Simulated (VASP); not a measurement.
A run of VASP 6.6.1 is set up as follows.

INCAR

```
SYSTEM = Ta
ALGO = Normal
EDIFF = 1E-6
ENCUT = 520
GGA = PS
ISIF = 2
ISMEAR = 0
LASPH = .TRUE.
LCHARG = .FALSE.
LREAL = .FALSE.
LWAVE = .FALSE.
NBANDS = 18
NELM = 60
PREC = Accurate
SIGMA = 0.1
```

File KPOINTS:

```
k-points
0
G
  9 9 4
  0 0 0
```

Contents of POSCAR:

```
Ta
1.0
    2.9003720726      0.0000000000      0.0000000000
   -1.4501860363      2.5117958953      0.0000000000
    0.0000000000      0.0000000000      5.1662740000
Ta
2
Direct
    0.6666666700      0.3333333300      0.7500000000
    0.3333333300      0.6666666700      0.2500000000
```

Potentials or basis: VASP PAW PBE potentials, release 64 (Ta_pv).

Launch:

```bash
$ cat potpaw_PBE.64/Ta_pv/POTCAR > POTCAR
$ mpirun -np 1 vasp_std > vasp.out
```

(1) What does it give for the pressure?

(2) Estimate the band gap on the k mesh.

Answers

(1) -7.0 GPa.

(2) zero (band 11 reaches 6.73 eV, above the bottom of band 12 at 4.76 eV).

Caveat: the PAW data sets were made with another functional, which shifts forces and pressure a little; spin-orbit coupling is left out, which moves the levels of the heavy elements.
